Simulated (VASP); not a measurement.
Wanted: the native input for a VASP 6.6.1 run.

| Property | Result |
| --- | --- |
| Task | single point |
| Functional | PBE |
| Potentials or basis | VASP PAW PBE potentials, release 64 (Eu, Ni) |
| Cutoff | 520 eV |
| k mesh | 7 × 7 × 7 |
| Occupations | fermi-dirac, width 0.05 eV |
| Spin | collinear spin, ferromagnetic start |
| Starting moments | [7.0, 1.0, 1.0, 1.0] μB |
| Dipole correction | no |
| Further INCAR settings | ALGO = Normal; EDIFF = 1e-06; NBANDS = 36 |

The structure of EuNi3 lies in POSCAR:

```
EuNi3
1.0
    3.8618297641      0.0000000000      0.0000000000
    0.0000000000      3.8618297641      0.0000000000
    0.0000000000      0.0000000000      3.8618297641
Eu Ni
1 3
Direct
    0.0000000000      0.0000000000      0.0000000000
    0.5000000000      0.0000000000      0.5000000000
    0.0000000000      0.5000000000      0.5000000000
    0.5000000000      0.5000000000      0.0000000000
```

The input as run:

INCAR

```
SYSTEM = EuNi3
ALGO = Normal
EDIFF = 1E-6
ENCUT = 520
GGA = PE
ISIF = 2
ISMEAR = -1
ISPIN = 2
LASPH = .TRUE.
LCHARG = .FALSE.
LMAXMIX = 6
LORBIT = 11
LREAL = .FALSE.
LWAVE = .FALSE.
MAGMOM = 7 1 1 1
NBANDS = 36
NELM = 150
PREC = Accurate
SIGMA = 0.05
```

KPOINTS

```
k-points
0
G
  7 7 7
  0 0 0
```

Potentials or basis: VASP PAW PBE potentials, release 64 (Eu, Ni).

Launch:

```bash
$ cat potpaw_PBE.64/Eu/POTCAR potpaw_PBE.64/Ni/POTCAR > POTCAR
$ mpirun -np 1 vasp_std > vasp.out
```

It gave:

```yaml
Pressure: 3.8 GPa
Net_moment: 5.95 μB per cell
Site_moments: Eu +6.29; Ni -0.22 μB
Valence_electrons_inside_the_program's_atomic_spheres: Eu 14.95; Ni 9.21
```

It took 2.6 min on 1 thread of Oxide Virtual Turin-like Processor (shared host), peak memory 0.21 GiB.
